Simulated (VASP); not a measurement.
**Bi2Te3: single point with revPBE**

Crystal: Bi2Te3.

```
CELL_PARAMETERS angstrom
2.19300 1.26613 10.16567
-2.19300 1.26613 10.16567
0.00000 -2.53226 10.16567
ATOMIC_POSITIONS crystal
Bi 0.60000 0.60000 0.60000
Bi 0.40000 0.40000 0.40000
Te 0.79050 0.79050 0.79050
Te 0.20950 0.20950 0.20950
Te 0.00000 0.00000 0.00000
```

```json
{
  "Program": "VASP 6.6.1",
  "Task": "single point",
  "Functional": "revPBE",
  "Potentials or basis": "VASP PAW PBE potentials, release 64 (Bi_d, Te)",
  "Cutoff": "520 eV",
  "k mesh": "7 × 7 × 7",
  "Occupations": "fermi-dirac, width 0.05 eV",
  "Spin": "no spin polarisation",
  "Dipole correction": "no",
  "Further INCAR settings": "ALGO = Normal; EDIFF = 1e-07; NBANDS = 32"
}
```

```json
{"Pressure": "2.9 GPa", "Largest force": "0.026 eV/Å", "Band gap on the k mesh": "0.32 eV"}
```

Forces on the atoms (eV/Å):
```
Bi   0.000  0.000 -0.025
Bi   0.000  0.000  0.025
Te   0.000  0.000 -0.026
Te   0.000  0.000  0.026
Te   0.000  0.000  0.000
```

Stress tensor (GPa, compression positive):
```
2.92 0.00 0.00
0.00 2.92 0.00
0.00 0.00 2.80
```

Levels at points of the mesh, in eV from the valence-band top:
| k point | band 22 | band 23 | band 24 | band 25 | band 26 | band 27 |
| --- | --- | --- | --- | --- | --- | --- |
| (0.00, 0.00, 0.00) | -0.89 | -0.89 | 0.00 | 0.32 | 0.65 | 0.65 |

It took 45 min on 1 thread of Intel Xeon 8259CL (shared host), peak memory 1 GiB.

Caveat: the PAW data sets were made with another functional, which shifts forces and pressure a little; spin-orbit coupling is left out, which moves the levels of the heavy elements. A k mesh can miss the band edges.
